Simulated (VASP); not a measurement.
Crystal: CdGeAs2.

```
CELL_PARAMETERS angstrom
4.07637 0.00000 0.00000
0.00000 4.07637 0.00000
0.00000 0.00000 6.11832
ATOMIC_POSITIONS crystal
Cd 0.00000 0.00000 0.00000
As 0.00000 0.50000 0.26723
As 0.50000 0.00000 0.73277
Ge 0.50000 0.50000 0.50000
```

Base run:

- Program: VASP 6.6.1
- Functional: PBE
- Potentials or basis: VASP PAW PBE potentials, release 64 (Cd, As, Ge_d)
- Cutoff: 500 eV
- k mesh: 6 × 6 × 4
- Occupations: fermi-dirac, width 0.02 eV
- Spin: no spin polarisation

Its results: band gap on the k mesh zero (bands 18 and 19 overlap by 0.29 eV); pressure 2.4 GPa; largest force 0.080 eV/Å.

**Question.** The run is repeated on the same cell with these changes: functional from PBE to LDA; potentials or basis from VASP PAW PBE potentials, release 64 (Cd, As, Ge_d) to VASP PAW LDA potentials, release 64 (Cd, As, Ge_d). What comes out?

**Answer.** Band gap on the k mesh zero (bands 18 and 19 overlap by 0.30 eV); pressure -2.2 GPa; largest force 0.181 eV/Å.
